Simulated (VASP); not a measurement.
Set up this calculation in VASP 6.6.1, as the native input.

```
Task                   : single point
Functional             : PBE
Potentials or basis    : VASP PAW PBE potentials, release 64 (S, Se, Ta_pv)
Cutoff                 : 520 eV
k mesh                 : 3 × 3 × 3
Occupations            : methfessel-paxton, width 0.15 eV
Spin                   : no spin polarisation
Dipole correction      : no
Further INCAR settings : ALGO = Normal; EDIFF = 1e-06; NBANDS = 46
```

The structure of TaSe3S lies in POSCAR:

```
TaSe3S
1.0
    6.8971520000      0.0000000000      0.0000000000
   -3.4485760000      5.9731090000      0.0000000000
    0.0000000000      0.0000000000      5.7869180000
S Se Ta
2 6 2
Direct
    0.3260398247      0.6687410191      0.7480282250
    0.6680121345      0.3168775256      0.2422280737
    0.1699410963      0.3415968133      0.2518020819
    0.8311897220      0.1680438110      0.7541814140
    0.6627283088      0.8297717319      0.2474980637
    0.8281913588      0.6621221880      0.7438555376
    0.1661185893      0.8247714883      0.2508876055
    0.3385300550      0.1640524223      0.7504175798
    0.0005268247      0.0020401436     -0.0036874550
    0.0001261340      0.0023980811      0.5065102011
```

One way to write it, as run:

INCAR

```
PREC = Accurate
ENCUT = 520
EDIFF = 1E-6
ISMEAR = 1
SIGMA = 0.15
LREAL = F
LASPH = T
NELM = 80
ALGO = Normal
ISIF = 2
LWAVE = F
LCHARG = F
GGA = PE
NBANDS = 46
```

KPOINTS

```
Automatic mesh
0
Gamma
  3 3 3
```

Potentials or basis: VASP PAW PBE potentials, release 64 (S, Se, Ta_pv).

Command:

```console
$ cat potpaw_PBE.64/S/POTCAR potpaw_PBE.64/Se/POTCAR potpaw_PBE.64/Ta_pv/POTCAR > POTCAR
$ mpirun -np 1 vasp_std > vasp.out
```

Results of the run:

```json
{
  "Pressure": "6.4 GPa",
  "Largest force": "2.012 eV/Å",
  "Band gap on the k mesh": "zero (band 35 reaches 2.98 eV, above the bottom of band 36 at 2.82 eV)"
}
```

Caveat: the k points lie up to 0.36 Å⁻¹ apart; spin-orbit coupling is left out, which moves the levels of the heavy elements; forces of over 1 eV/Å act on the atoms, so gaps and moduli don't describe the material at rest.

Run time: 3.5 min on 1 thread of Intel(R) Xeon(R) Platinum 8375C CPU @ 2.90GHz (Ice Lake) (shared host), peak memory 0.43 GiB.
